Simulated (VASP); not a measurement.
# W in VASP: a series of runs, part 3 of 3

VASP 6.6.1. The steps go on from the part before.

### 6 Electric field gradients, LDA (volume scaled by 0.98)

INCAR reads:

```
ALGO = Normal ; EDIFF = 1E-8
ENCUT = 520 ; ISIF = 2
ISMEAR = -1 ; LASPH = T
LCHARG = F ; LEFG = T
LREAL = F ; LWAVE = F
NBANDS = 13 ; NELM = 100
PREC = Accurate ; SIGMA = 0.05
```

KPOINTS reads:

```
k-points
0
Gamma
  14 14 14
```

POSCAR reads:

```
W
1.0
    0.0000000000      2.0163754284      2.0163754284
    2.0163754284      0.0000000000      2.0163754284
    2.0163754284      2.0163754284      0.0000000000
W
1
Direct
    0.0000000000      0.0000000000      0.0000000000
```

Potentials or basis: VASP PAW LDA potentials, release 64 (W_sv).

Launch:

```
$ cat potpaw_LDA.64/W_sv/POTCAR > POTCAR
$ mpirun -np 1 vasp_std > vasp.out
```

OUTCAR:

```text
EDIFF = 1E-8
   ENCUT = 520
   ISIF = 2
   ISMEAR = -1
   LASPH = T
   LREAL = F
   NELM = 100
   PREC = Accurate

 ion  position               nearest neighbor table
   1  0.000  0.000  0.000-

  LATTYP: Found a face centered cubic cell.
 ALAT       =     4.0327508568

  Lattice vectors:

 A1 = (   0.0000000000,   2.0163754284,   2.0163754284)
 A2 = (   2.0163754284,   0.0000000000,   2.0163754284)
 A3 = (   2.0163754284,   2.0163754284,   0.0000000000)

Analysis of symmetry for initial positions (statically):
=====================================================================
 Subroutine PRICEL returns:
 Original cell was already a primitive cell.

 Routine SETGRP: Setting up the symmetry group for a
 face centered cubic supercell.

 Subroutine GETGRP returns: Found 48 space group operations
 (whereof 48 operations were pure point group operations)
 out of a pool of 48 trial point group operations.

The static configuration has the point symmetry O_h .

Analysis of symmetry for dynamics (positions and initial velocities):
=====================================================================
 Subroutine PRICEL returns:
 Original cell was already a primitive cell.

 Routine SETGRP: Setting up the symmetry group for a
 face centered cubic supercell.

 Subroutine GETGRP returns: Found 48 space group operations
 (whereof 48 operations were pure point group operations)
 out of a pool of 48 trial point group operations.

The dynamic configuration has the point symmetry O_h .

 Subroutine INISYM returns: Found 48 space group operations
 (whereof 48 operations are pure point group operations),
 and found     1 'primitive' translations

----------------------------------------------------------------------------------------

                                     Primitive cell

  volume of cell :      16.3962

  direct lattice vectors                    reciprocal lattice vectors
     0.000000000  2.016375428  2.016375428    -0.247969695  0.247969695  0.247969695
     2.016375428  0.000000000  2.016375428     0.247969695 -0.247969695  0.247969695
     2.016375428  2.016375428  0.000000000     0.247969695  0.247969695 -0.247969695

  length of vectors
     2.851585478  2.851585478  2.851585478     0.429496110  0.429496110  0.429496110

  position of ions in fractional coordinates (direct lattice)
     0.000000000  0.000000000  0.000000000

  ion indices of the primitive-cell ions
   primitive index   ion index
                 1           1

----------------------------------------------------------------------------------------

 KPOINTS: k-points

Automatic generation of k-mesh.
 Grid dimensions read from file:
 generate k-points for:   14   14   14

 Generating k-lattice:

  Cartesian coordinates                     Fractional coordinates (reciprocal lattice)
    -0.017712121  0.017712121  0.017712121     0.071428571  0.000000000  0.000000000
     0.017712121 -0.017712121  0.017712121     0.000000000  0.071428571  0.000000000
     0.017712121  0.017712121 -0.017712121     0.000000000  0.000000000  0.071428571

  Length of vectors
[... 71 lines left out ...]
   EFERMI_NEDOS =   21; number of points for ismear=-14 and -15
   IALGO  =     38    algorithm
   IMIX   =      4    mixing-type and parameters
     AMIX     =   0.40;   BMIX     =  1.00
     AMIX_MAG =   1.60;   BMIX_MAG =  1.00
  volume/ion in A,a.u.               =      16.40       110.65
  Fermi-wavevector in a.u.,A,eV,Ry     =   1.553112  2.934956 32.819388  2.412157
  Thomas-Fermi vector in A             =   2.657390
   LORBIT       =      0    0 simple, 1 ext, 2 COOP (PROOUT), +10 PAW based schemes
   GGA     = CA    functional components
   LHFCALC =     F    Hartree Fock is set to
   AEXX    =    0.0000 exact exchange contribution
   IVDW    =     0    specifies the selected vdW correction
   LEPSILON=     F    determine dielectric tensor
   LRPA    =     F    only Hartree local field effects (RPA)
 non-spin polarized calculation
  energy-cutoff  :      520.00
  volume of cell :       16.40
 maximum number of plane-waves:       459
 NGX is ok and might be reduce to    24
   NGX = 11   NGY = 11   NGZ = 11

 number of electron      14.0000001 magnetization

 Free energy of the ion-electron system (eV)
  ---------------------------------------------------
  ext. energy  EPLUGINS =         0.00000000
  ---------------------------------------------------
  free energy    TOTEN  =       -13.59465257 eV

  energy without entropy =      -13.58441488  energy(sigma->0) =      -13.58953372

 E-fermi :  10.3335     XC(G=0): -13.6307

 val. band max:       10.3239859604   @ k =  -0.1429   0.0714   0.0000
 cond. band min:      10.3346456902   @ k =   0.4286   0.3571   0.0714
 fundamental gap:      0.0106597298
 Fermi energy:        10.3334932225

 k-point     1 :       0.0000    0.0000    0.0000
  band No.  band energies     occupation
      1     -62.8612      2.00000
      2     -26.7367      2.00000
      3     -26.7367      2.00000
      4     -26.7367      2.00000
      5       1.4597      2.00000
      6       9.7787      1.99997
      7       9.7787      1.99997
      8       9.7787      1.99997
      9      12.8708      0.00000
     10      12.8708      0.00000
     11      23.2437      0.00000
     12      28.3980      0.00000
     13      28.3980      0.00000
[... 354 lines left out ...]
  band No.  band energies     occupation
      1     -62.7959      2.00000
      2     -27.3332      2.00000
      3     -26.8982      2.00000
      4     -26.8862      2.00000
      5       4.1904      2.00000
      6       8.0703      2.00000
      7       9.9701      1.99861
      8      10.9422      0.00001
      9      12.3208      0.00000
     10      13.9344      0.00000
     11      25.0590      0.00000
     12      28.0366      0.00000
     13      30.2456      0.00000

 [... further k-points ...]

------------------------ aborting loop because EDIFF is reached ----------------------------------------

  FORCE on cell =-STRESS in cart. coord.  units (eV):
  Direction    XX          YY          ZZ          XY          YZ          ZX
  --------------------------------------------------------------------------------------
  -------------------------------------------------------------------------------------
  Total       -1.1432947     -1.1432947     -1.1432947     -0.0000000     -0.0000000      0.0000000
  in kB     -111.7183693   -111.7183693   -111.7183693     -0.0000000     -0.0000000      0.0000000
  external PRESSURE =    -111.7183693 kB  Pullay stress =       0.0000000 kB

 VOLUME and BASIS-vectors are now :
 -----------------------------------------------------------------------------
  energy-cutoff  :      520.00
  volume of cell :       16.40
      direct lattice vectors                 reciprocal lattice vectors
     0.000000000  2.016375428  2.016375428    -0.247969695  0.247969695  0.247969695
     2.016375428  0.000000000  2.016375428     0.247969695 -0.247969695  0.247969695
     2.016375428  2.016375428  0.000000000     0.247969695  0.247969695 -0.247969695

 POSITION                                       TOTAL-FORCE (eV/Angst)
 -----------------------------------------------------------------------------------
      0.00000      0.00000      0.00000        -0.000000      0.000000      0.000000
 -----------------------------------------------------------------------------------
    total drift:                               -0.000000      0.000000     -0.000000

  FREE ENERGIE OF THE ION-ELECTRON SYSTEM (eV)
  ---------------------------------------------------
  free  energy   TOTEN  =       -13.5946525675 eV

  energy  without entropy=      -13.5844148788  energy(sigma->0) =      -13.58953372

 Electric field gradients (V/A^2)
---------------------------------------------------------------------
 ion       V_xx      V_yy      V_zz      V_xy      V_xz      V_yz
---------------------------------------------------------------------
   1       0.000     0.000    -0.000    -0.000    -0.000    -0.000
---------------------------------------------------------------------

 Electric field gradients after diagonalization (V/A^2)
 (convention: |V_zz| > |V_xx| > |V_yy|)
----------------------------------------------------------------------
 ion       V_xx      V_yy      V_zz     asymmetry (V_yy - V_xx)/ V_zz
----------------------------------------------------------------------
   1       0.000     0.000    -0.000       0.000
----------------------------------------------------------------------

           NMR quadrupolar parameters

 Cq : quadrupolar parameter    Cq=e*Q*V_zz/h
 eta: asymmetry parameters     (V_yy - V_xx)/ V_zz
 Q  : nuclear electric quadrupole moment in mb (millibarn)
----------------------------------------------------------------------
 ion       Cq(MHz)       eta       Q (mb)
----------------------------------------------------------------------
   1      -0.000       0.000       1.000
----------------------------------------------------------------------
```

Run time: 18 s. Hardware: 1 thread of Intel Xeon 6975P-C, shared host; peak memory 0.15 GiB.

Results:

```yaml
Free_energy: -13.5947 eV
Pressure: -11.2 GPa
Band_gap_on_the_k_mesh: zero (band 7 reaches 13.56 eV, above the bottom of band 8 at 9.78 eV)
```

Caveat: without QUAD_EFG the Cq values of the log hold for a quadrupole moment of 1 mb, not for the nuclei; spin-orbit coupling is left out, which moves the levels of the heavy elements.

### 7 The runs side by side

```tsv
cell	gap on the mesh (eV)	pressure (GPa)
a = 2.857, b = 2.857, c = 2.871 Å, angles 59.8, 59.8, 60.3°, 1 atom	none	-13.8
a = 2.812 Å, angles 60.0°, 1 atom	none	1.0
a = 2.852 Å, angles 60.0°, 1 atom	none	-11.2
```

Alike in all rows: task electric field gradients; level LDA; potentials or basis VASP PAW LDA potentials, release 64 (W_sv); no spin polarisation; k mesh 14 × 14 × 14; cutoff (eV) 520; smearing fermi-dirac 0.05 eV.

Caveats: spin-orbit coupling is left out, which moves the levels of the heavy elements.

Absolute energies hang on the potentials; compare differences alone.
